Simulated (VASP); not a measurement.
Set up this calculation in VASP 6.6.1, as the native input.

```yaml
Task: single point
Functional: revPBE
Potentials_or_basis: VASP PAW PBE potentials, release 64 (Pd)
Cutoff: 520 eV
k_mesh: 5 × 5 × 5
Occupations: fermi-dirac, width 0.1 eV
Spin: no spin polarisation
Dipole_correction: no
Further_INCAR_settings: ALGO = Normal; EDIFF = 1e-06; NBANDS = 50
```

The structure of Pd lies in POSCAR:

```
Pd
1.0
    5.0524876502      0.0000000000      0.0000000000
    0.0000000000      5.0524876502      0.0000000000
    0.0000000000      0.0000000000      5.0524876502
Pd
8
Direct
    1.0000000000      0.0000000000      0.0000000000
    0.5000000000      0.5000000000      0.5000000000
    0.2500000000      0.0000000000      0.5000000000
    0.7500000000      0.0000000000      0.5000000000
    0.5000000000      0.2500000000      1.0000000000
    0.5000000000      0.7500000000      1.0000000000
    1.0000000000      0.5000000000      0.2500000000
    0.0000000000      0.5000000000      0.7500000000
```

These files were run (other wordings do the same):

INCAR

```
PREC = Accurate ; ENCUT = 520
EDIFF = 1E-6 ; ISMEAR = -1
SIGMA = 0.1 ; LREAL = F
LASPH = T ; NELM = 100
ALGO = Normal ; ISIF = 2
LWAVE = F ; LCHARG = F
GGA = RE ; NBANDS = 50
```

KPOINTS

```
regular mesh
0
Gamma
  5 5 5
```

Potentials or basis: VASP PAW PBE potentials, release 64 (Pd).

Command:

```console
$ cat potpaw_PBE.64/Pd/POTCAR > POTCAR
$ mpirun -np 1 vasp_std > vasp.out
```

Results of the run:

```
Pressure               : -0.3 GPa
Band gap on the k mesh : zero (band 40 reaches 8.47 eV, above the bottom of band 41 at 8.28 eV)
```

Caveat: the PAW data sets were made with another functional, which shifts forces and pressure a little.

Wall time 35 s on 1 thread of Intel(R) Xeon(R) 6975P-C (Granite Rapids), with other jobs on the host, peak memory 0.24 GiB.
